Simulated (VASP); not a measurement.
Crystal: Sc.

```xyz
2
Lattice="0.0000 3.2317 3.2317 3.2317 0.0000 3.2317 3.2317 3.2317 0.0000" Properties=species:S:1:pos:R:3 pbc="T T T"
Sc    0.8079    0.8079    0.8079
Sc    5.6556    5.6556    5.6556
```

* Program: VASP 6.6.1
* Task: relaxation of cell and atoms
* Functional: r2SCAN
* Potentials or basis: VASP PAW PBE potentials, release 64 (Sc_sv)
* Cutoff: 600 eV
* k mesh: 9 × 9 × 9
* Occupations: fermi-dirac, width 0.1 eV
* Spin: no spin polarisation

At the start: pressure -0.4 GPa; volume 33.75 Å³/atom.

Task: Where does the relaxation end?

Result: Over 6 steps the energy falls by 2.0 meV/atom and the volume is 32.39 Å³/atom (-4.0 %); space group Fd-3m (No. 227, to 0.05 Å).

The path:
```csv
step,energy change (eV),largest force (eV/Å),pressure (GPa),volume (Å³)
1,0.0000,0.0000,-0.44,67.51
2,-0.0021,0.0000,-0.28,66.61
3,-0.0032,0.0000,-0.20,65.93
4,-0.0041,0.0000,0.07,64.58
5,-0.0041,0.0000,-0.05,64.93
6,-0.0041,0.0000,-0.01,64.79
```

Final structure:
```
Sc
1.0
     0.00000    3.18774    3.18774
     3.18774    0.00000    3.18774
     3.18774    3.18774    0.00000
Sc
2
Direct
  0.12500 0.12500 0.12500
  0.87500 0.87500 0.87500
```

Caveat: the PAW data sets were made with another functional, which shifts forces and pressure a little.
